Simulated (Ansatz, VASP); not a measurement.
One calculation of AlN, two programs

```
Al N
1.0
     3.20250    0.00000    0.00000
    -1.60125    2.77345    0.00000
     0.00000    0.00000    4.30690
Al N
2 2
Direct
  0.33333 0.66667 0.75000
  0.66667 0.33333 0.25000
  0.33333 0.66667 0.25000
  0.66667 0.33333 0.75000
```

Alike in both runs: task single point; functional PBEsol; k mesh 9 × 9 × 6; occupations gaussian, width 0.05 eV; no spin polarisation.

```csv
,VASP,Ansatz
version,VASP 6.6.1,Ansatz 0.2.0
potentials or method,"VASP PAW PBE potentials, release 64 (Al, N), cutoff 520 eV","scalar-relativistic, plane waves, PAW"
valence electrons in the cell,16,16
```

|  | VASP | Ansatz | Ansatz less VASP |
| --- | --- | --- | --- |
| gap on the k mesh at the Fermi level (eV) | 3.36 | 3.34 | -0.015 |
| least direct gap on the mesh (eV) | 3.36 | 3.34 | -0.015 |
| pressure (GPa) | 8.4 | 8.4 | -0.01 |
| traceless stress, the component that is largest in VASP (GPa) | -11.05 | -10.92 | +0.137 |

VASP's potentials were made for PBE, not for PBEsol. With one functional, cell and mesh, what is left measures potentials, basis and numerics.
